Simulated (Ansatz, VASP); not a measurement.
# Two plane-wave programs on Si2Ni

```
Si Ni
1.0
     3.81230    0.00000    0.00000
     0.00000    3.81230    0.00000
     0.00000    0.00000   27.13067
Si Ni
10 5
Direct
  0.50000 0.00000 0.27644
  0.00000 0.50000 0.27644
  0.00000 0.50000 0.37580
  0.50000 0.00000 0.37580
  0.50000 0.00000 0.47516
  0.00000 0.50000 0.47516
  0.00000 0.50000 0.57452
  0.50000 0.00000 0.57452
  0.50000 0.00000 0.67388
  0.00000 0.50000 0.67388
  0.50000 0.50000 0.32612
  0.00000 0.00000 0.42548
  0.50000 0.50000 0.52484
  0.00000 0.00000 0.62420
  0.50000 0.50000 0.72356
```

Alike in both runs: task single point; functional PBEsol; k mesh 1 × 1 × 1; occupations gaussian, width 0.1 eV; no spin polarisation.

|  | VASP | Ansatz |
| --- | --- | --- |
| version | VASP 6.6.1 | Ansatz 0.2.0 |
| potentials or method | VASP PAW PBE potentials, release 64 (Si, Ni_sv_GW), cutoff 510 eV | scalar-relativistic, plane waves, PAW |
| valence electrons in the cell | 130 | 130 |

```csv
,VASP,Ansatz,Ansatz less VASP
rms of the force components (eV/Å),0.442,0.441,-0.0012
```

VASP's potentials were made for PBE, not for PBEsol.
